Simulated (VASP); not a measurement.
# MoS2 (P-3m1) in VASP: notebook, part 2 of 2

VASP 6.6.1.

**4. Single point, PBE, collinear spin**

This run uses another cell than the first one: it holds 6 atoms, not 3.

Contents of INCAR:

```
SYSTEM = MoS2
PREC     = Accurate       ! precision mode
ENCUT    = 520            ! plane-wave cutoff, eV
EDIFF    = 1E-7           ! SCF threshold, eV
ISMEAR   = 0              ! smearing method
SIGMA    = 0.05           ! smearing width, eV
LREAL    = .False.        ! projectors in reciprocal space
LASPH    = .True.         ! aspherical terms in the spheres
NELM     = 150            ! most SCF steps
ALGO     = Normal         ! electronic algorithm
ISIF     = 2              ! what is computed and relaxed
LWAVE    = .False.        ! write WAVECAR
LCHARG   = .False.        ! write CHGCAR
ISPIN    = 2              ! spin polarisation
MAGMOM   = 2 -2 0 0 0 0   ! initial moments
LORBIT   = 11             ! projections on sites
LMAXMIX  = 4              ! l up to which the mixer works
GGA      = PE             ! functional
NBANDS   = 39             ! bands
```

Contents of KPOINTS:

```
regular mesh
0
Gamma
  12 12 3
  0 0 0
```

Contents of POSCAR:

```
MoS2
1.0
    3.1934112330      0.0000000000      0.0000000000
   -1.5967056165      2.7655752525      0.0000000000
    0.0000000000      0.0000000000     13.5433072349
Mo S
2 4
Direct
    1.0000000000      1.0000000000      0.0000000000
    1.0000000000      1.0000000000      0.5000000000
    0.3333333333      0.6666666667      0.1169210544
    0.6666666667      0.3333333333      0.3830789456
    0.3333333333      0.6666666667      0.6169210544
    0.6666666667      0.3333333333      0.8830789456
```

Potentials or basis: VASP PAW PBE potentials, release 64 (Mo_sv, S).

The run is started by

```sh
cat potpaw_PBE.64/Mo_sv/POTCAR potpaw_PBE.64/S/POTCAR > POTCAR
mpirun -np 1 vasp_std > vasp.out
```

OUTCAR:

```text
SYSTEM = MoS2
   PREC = Accurate
   ENCUT = 520
   EDIFF = 1E-7
   ISMEAR = 0
   LREAL = .False.
   LASPH = .True.
   NELM = 150
   ISIF = 2
   ISPIN = 2
   LORBIT = 11
   GGA = PE

 ion  position               nearest neighbor table
   1  0.000  0.000  0.000-   3 2.43   6 2.43   3 2.43   6 2.43   6 2.43   3 2.43
   2  0.000  0.000  0.500-   4 2.43   5 2.43   5 2.43   4 2.43   4 2.43   5 2.43
   3  0.333  0.667  0.117-   1 2.43   1 2.43   1 2.43
   4  0.667  0.333  0.383-   2 2.43   2 2.43   2 2.43
   5  0.333  0.667  0.617-   2 2.43   2 2.43   2 2.43
   6  0.667  0.333  0.883-   1 2.43   1 2.43   1 2.43

  LATTYP: Found a hexagonal cell.
 ALAT       =     3.1934112330
 C/A-ratio  =     4.2410157185

  Lattice vectors:

 A1 = (   3.1934112330,   0.0000000000,   0.0000000000)
 A2 = (  -1.5967056165,   2.7655752525,   0.0000000000)
 A3 = (   0.0000000000,   0.0000000000,  13.5433072349)

Analysis of symmetry for initial positions (statically):
=====================================================================
 Subroutine PRICEL returns following result:

  LATTYP: Found a hexagonal cell.
 ALAT       =     3.1934112330
 C/A-ratio  =     2.1205078593
[... 12 lines left out ...]
 Subroutine GETGRP returns: Found 12 space group operations
 (whereof 12 operations were pure point group operations)
 out of a pool of 24 trial point group operations.

The static configuration has the point symmetry D_3d.

Analysis of symmetry for dynamics (positions and initial velocities):
=====================================================================
 Subroutine PRICEL returns following result:

  LATTYP: Found a hexagonal cell.
 ALAT       =     3.1934112330
 C/A-ratio  =     2.1205078593
[... 12 lines left out ...]
 Subroutine GETGRP returns: Found 12 space group operations
 (whereof 12 operations were pure point group operations)
 out of a pool of 24 trial point group operations.

The dynamic configuration has the point symmetry D_3d.

Analysis of structural, dynamic, and magnetic symmetry:
=====================================================================
 Subroutine PRICEL returns following result:

[... 186 lines left out ...]
      5     -29.4116      1.00000
      6     -29.4116      1.00000
[... 973 lines left out ...]
     37      14.0232      0.00000
     38      14.3447      0.00000

 [... further k-points ...]

 spin component 2

 k-point     1 :       0.0000    0.0000    0.0000
  band No.  band energies     occupation
      1     -55.4332      1.00000
      2     -55.4331      1.00000
      3     -29.4730      1.00000
      4     -29.4730      1.00000
      5     -29.4116      1.00000
      6     -29.4116      1.00000
[... 973 lines left out ...]
     37      14.0232      0.00000
     38      14.3447      0.00000

 [... further k-points ...]

 [bands above 38 left out]

------------------------ aborting loop because EDIFF is reached ----------------------------------------

  FORCE on cell =-STRESS in cart. coord.  units (eV):
  Direction    XX          YY          ZZ          XY          YZ          ZX
  --------------------------------------------------------------------------------------
  -------------------------------------------------------------------------------------
  Total       -0.0641707     -0.0641707     -0.0702654     -0.0000000      0.0000000      0.0000000
  in kB       -0.8595725     -0.8595725     -0.9412113     -0.0000000      0.0000000      0.0000000
  external PRESSURE =      -0.8867854 kB  Pullay stress =       0.0000000 kB

 VOLUME and BASIS-vectors are now :
 -----------------------------------------------------------------------------
  energy-cutoff  :      520.00
  volume of cell :      119.61
      direct lattice vectors                 reciprocal lattice vectors
     3.193411233  0.000000000  0.000000000     0.313144762  0.180794213  0.000000000
    -1.596705616  2.765575253  0.000000000     0.000000000  0.361588425  0.000000000
     0.000000000  0.000000000 13.543307235     0.000000000  0.000000000  0.073837208

 POSITION                                       TOTAL-FORCE (eV/Angst)
 -----------------------------------------------------------------------------------
      0.00000      0.00000      0.00000        -0.000000     -0.000000      0.000000
      0.00000      0.00000      6.77165        -0.000000     -0.000000      0.000000
     -0.00000      1.84372      1.58350        -0.000000      0.000000     -0.006423
      1.59671      0.92186      5.18816         0.000000     -0.000000      0.006423
     -0.00000      1.84372      8.35515        -0.000000      0.000000     -0.006423
      1.59671      0.92186     11.95981         0.000000     -0.000000      0.006423
 -----------------------------------------------------------------------------------
    total drift:                               -0.000000     -0.000000      0.000000

  FREE ENERGIE OF THE ION-ELECTRON SYSTEM (eV)
  ---------------------------------------------------
  free  energy   TOTEN  =       -42.0357255930 eV

  energy  without entropy=      -42.0315986009  energy(sigma->0) =      -42.03366210

 total charge

# of ion       s       p       d       tot
------------------------------------------
    1        2.287   6.210   3.880  12.377
    2        2.287   6.210   3.880  12.377
    3        1.366   2.317   0.000   3.684
    4        1.366   2.317   0.000   3.684
    5        1.366   2.317   0.000   3.684
    6        1.366   2.317   0.000   3.684
--------------------------------------------------
tot         10.040  21.688   7.759  39.488

 magnetization (x)

# of ion       s       p       d       tot
------------------------------------------
    1        0.000   0.000   0.000   0.000
    2       -0.000  -0.000  -0.000  -0.000
    3       -0.000   0.000   0.000   0.000
    4        0.000  -0.000   0.000  -0.000
    5        0.000  -0.000   0.000  -0.000
    6       -0.000   0.000   0.000   0.000
--------------------------------------------------
tot          0.000   0.000   0.000   0.000
```

OSZICAR:

```text
N       E                     dE             d eps       ncg     rms          rms(c)
DAV:   1     0.413869631697E+03    0.41387E+03   -0.27225E+04  8472   0.125E+03
DAV:   2    -0.226813073963E+02   -0.43655E+03   -0.41873E+03  9326   0.331E+02
DAV:   3    -0.440602702790E+02   -0.21379E+02   -0.20996E+02  9640   0.666E+01
[... 13 lines left out ...]
DAV:  17    -0.420357250780E+02   -0.31343E-06   -0.44263E-06  9174   0.991E-03    0.430E-03
DAV:  18    -0.420357252825E+02   -0.20453E-06   -0.36276E-07  8227   0.302E-03    0.212E-03
DAV:  19    -0.420357254212E+02   -0.13862E-06   -0.57303E-08  6061   0.122E-03    0.104E-03
DAV:  20    -0.420357255405E+02   -0.11936E-06   -0.38059E-08  5803   0.944E-04    0.491E-04
DAV:  21    -0.420357255930E+02   -0.52518E-07   -0.10786E-08  5741   0.578E-04
   1 F= -.42035726E+02 E0= -.42033662E+02  d E =-.412699E-02  mag=     0.0000
```

stdout:

```text
POSCAR found type information on POSCAR MoS
 POSCAR found :  2 types and       6 ions
 scaLAPACK will be used
 LDA part: xc-table for (Slater+PW92), standard interpolation
 POSCAR, INCAR and KPOINTS ok, starting setup
 FFT: planning ... GRIDC
 FFT: planning ... GRID_SOFT
 FFT: planning ... GRID
 WAVECAR not read
 entering main loop
```

Wall time 4.9 min (1 thread of Intel Xeon 6975P-C (Granite Rapids), shared host); peak memory 0.5 GiB.

What came out:

```yaml
Free_energy: -42.0357 eV
Pressure: -0.1 GPa
Largest_force: 0.006 eV/Å
Band_gap_on_the_k_mesh: zero (filled and empty bands overlap)
Net_moment: 0.00 μB per cell
Valence_electrons_inside_the_program's_atomic_spheres: Mo 12.38; S 3.68
```

Forces on the atoms (eV/Å):
```
Mo   0.000  0.000  0.000
Mo   0.000  0.000  0.000
S    0.000  0.000 -0.006
S    0.000  0.000  0.006
S    0.000  0.000 -0.006
S    0.000  0.000  0.006
```

Caveat: this functional lacks dispersion, which binds layers or chains, so the pressure and a relaxed spacing across them are unreliable.

**5. Overview**

```tsv
cell	k mesh	gap on the mesh (eV)	pressure (GPa)	moment (μB)	largest force (eV/Å)
a = 3.193, b = 3.193, c = 7.246 Å, angles 90.0, 90.0, 120.0°, 3 atoms, atomic positions A	12 × 12 × 6	none	-0.2	0.00	0.01
a = 3.193, b = 3.193, c = 7.452 Å, angles 90.0, 90.0, 120.0°, 3 atoms, atomic positions B	12 × 12 × 6	none	-0.2	0.00	0.01
a = 3.193, b = 3.193, c = 13.543 Å, angles 90.0, 90.0, 120.0°, 6 atoms, atomic positions C	12 × 12 × 3	none	-0.1	0.00	0.01
```

Alike in all rows: task single point; level PBE; potentials or basis VASP PAW PBE potentials, release 64 (Mo_sv, S); spin collinear; cutoff (eV) 520; smearing gaussian 0.05 eV.

Caveats: this functional lacks dispersion, which binds layers or chains, so the pressure and a relaxed spacing across them are unreliable.

Total energies depend on the potentials used, so only differences within one code and one set of settings carry meaning.
